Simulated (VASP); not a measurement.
A run of VASP 6.6.1:

INCAR

```
ALGO = Normal ; EDIFF = 1E-6
ENCUT = 520 ; GGA = PE
ISIF = 2 ; ISMEAR = 0
IVDW = 12 ; LASPH = T
LCHARG = F ; LREAL = F
LWAVE = F ; NBANDS = 16
NELM = 60 ; PREC = Accurate
SIGMA = 0.05
```

The input KPOINTS:

```
k-points
0
Gamma
  10 10 8
```

Contents of POSCAR:

```
AgB2
1.0
    3.0169285042      0.0000000000      0.0000000000
   -1.5084642521      2.6127367261      0.0000000000
    0.0000000000      0.0000000000      4.0500939023
Ag B
1 2
Direct
    0.0000000000      0.0000000000      0.0000000000
    0.3333333333      0.6666666667      0.5000000000
    0.6666666667      0.3333333333      0.5000000000
```

Potentials or basis: VASP PAW PBE potentials, release 64 (Ag, B).

Command:

```console
$ cat potpaw_PBE.64/Ag/POTCAR potpaw_PBE.64/B/POTCAR > POTCAR
$ mpirun -np 1 vasp_std > vasp.out
```

Hardware: 1 thread of AMD EPYC 7R13 (shared host).

Q: How long does it take, and how much memory?

A: Wall time 48 s on 1 thread of AMD EPYC 7R13, on a shared host, peak memory 0.15 GiB. Counts: scf iterations 14, k points 70.
